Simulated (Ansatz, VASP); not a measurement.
## LiCl in VASP and in Ansatz

INCAR

```
ALGO = Normal ; EDIFF = 1E-7
ENCUT = 520 ; GGA = PS
ISIF = 2 ; ISMEAR = 0
LASPH = T ; LCHARG = T
LELF = T ; LREAL = F
LVHAR = T ; LWAVE = F
NBANDS = 12 ; NELM = 80
PREC = Accurate ; SIGMA = 0.01
```

KPOINTS

```
k-points
0
Gamma
  6 6 6
```

POSCAR

```
LiCl
1.0
    0.0000000000      2.5560252063      2.5560252063
    2.5560252063      0.0000000000      2.5560252063
    2.5560252063      2.5560252063      0.0000000000
Li Cl
1 1
Direct
    0.0000000000      0.0000000000      0.0000000000
    0.5000000000      0.5000000000      0.5000000000
```

Input for Ansatz:

```yaml
crystal:
  lattice:
    - [0.0, 2.5560252063, 2.5560252063]
    - [2.5560252063, 0.0, 2.5560252063]
    - [2.5560252063, 2.5560252063, 0.0]
  atoms:
    - { symbol: Li, position: [0.0, 0.0, 0.0] }
    - { symbol: Cl, position: [0.5, 0.5, 0.5] }
kpoints:
  mp_grid: { grid: [6, 6, 6] }
hamiltonian:
  xc: pbesol
scf:
  occupations: { method: fixed }
  n_extra_bands: 4
output:
  forces: true
  stress: true
  eigenvalues: true
```

Alike in both runs: task single point; functional PBEsol; k mesh 6 × 6 × 6; no spin polarisation.

|  | VASP | Ansatz |
| --- | --- | --- |
| version | VASP 6.6.1 | Ansatz 0.2.0 |
| potentials or method | VASP PAW PBE potentials, release 64 (Li_sv, Cl) | plane waves |
| plane-wave cutoff (eV) | 520 | 420 |
| occupations | gaussian, width 0.01 eV | fixed |
| valence electrons in the cell | 10 | 10 |

```csv
,VASP,Ansatz,Ansatz less VASP
gap on the k mesh at the Fermi level (eV),6.20,6.18,-0.010
```

VASP's potentials were made for PBE, not for PBEsol.

Noted on VASP's run: the cutoff is short for stress, so the pressure is rough.
